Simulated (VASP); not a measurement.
Write the native input for VASP 6.6.1 that does the following.

```yaml
Task: single point
Functional: r2SCAN
Potentials_or_basis: VASP PAW PBE potentials, release 64 (Na_pv, I)
Cutoff: 520 eV
k_mesh: 4 × 4 × 4
Occupations: fermi-dirac, width 0.2 eV
Spin: no spin polarisation
Dipole_correction: no
Further_INCAR_settings: ALGO = Normal; EDIFF = 1e-06; NBANDS = 14
```

NaI:

```
Na I
1.0
     0.00000    3.54319    3.54319
     3.54319    0.00000    3.54319
     3.54319    3.54319    0.00000
Na I
1 1
Direct
  0.00000 0.00000 0.00000
  0.25000 0.25000 0.25000
```

These files were run (other wordings do the same):

POSCAR

```
NaI
1.0
    0.0000000000      3.5431916648      3.5431916648
    3.5431916648      0.0000000000      3.5431916648
    3.5431916648      3.5431916648      0.0000000000
Na I
1 1
Direct
    0.0000000000      0.0000000000      0.0000000000
    0.2500000000      0.2500000000      0.2500000000
```

INCAR.step1

```
PREC = Accurate
ENCUT = 520
ISMEAR = -1
SIGMA = 0.2
LREAL = False
LASPH = True
NELM = 100
NBANDS = 14
GGA = PE
ALGO = Normal
EDIFF = 1E-4
LWAVE = True
LCHARG = False
```

INCAR.step2

```
PREC = Accurate
ENCUT = 520
EDIFF = 1E-6
ISMEAR = -1
SIGMA = 0.2
LREAL = False
LASPH = True
NELM = 100
ALGO = Normal
ISIF = 2
LWAVE = False
LCHARG = False
METAGGA = R2SCAN
LMIXTAU = True
NBANDS = 14
ISTART = 1
```

KPOINTS

```
regular mesh
0
Gamma
  4 4 4
```

Potentials or basis: VASP PAW PBE potentials, release 64 (Na_pv, I).

Command:

```bash
$ cat potpaw_PBE.64/Na_pv/POTCAR potpaw_PBE.64/I/POTCAR > POTCAR
$ cp INCAR.step1 INCAR
$ mpirun -np 1 vasp_std > vasp.out
$ cp INCAR.step2 INCAR
$ mpirun -np 1 vasp_std > vasp.out
```

Results of the run:

```
Pressure               : -0.1 GPa
Band gap on the k mesh : 4.42 eV
```

Caveat: the structure was generated, so it needn't be the stable form of NaI; the PAW data sets were made with another functional, which shifts forces and pressure a little; spin-orbit coupling is left out, which moves the levels of the heavy elements.

Wall time 55 s on 1 thread of Intel(R) Xeon(R) Platinum 8259CL CPU @ 2.50GHz (Skylake/Cascade Lake) (shared host), peak memory 0.25 GiB.
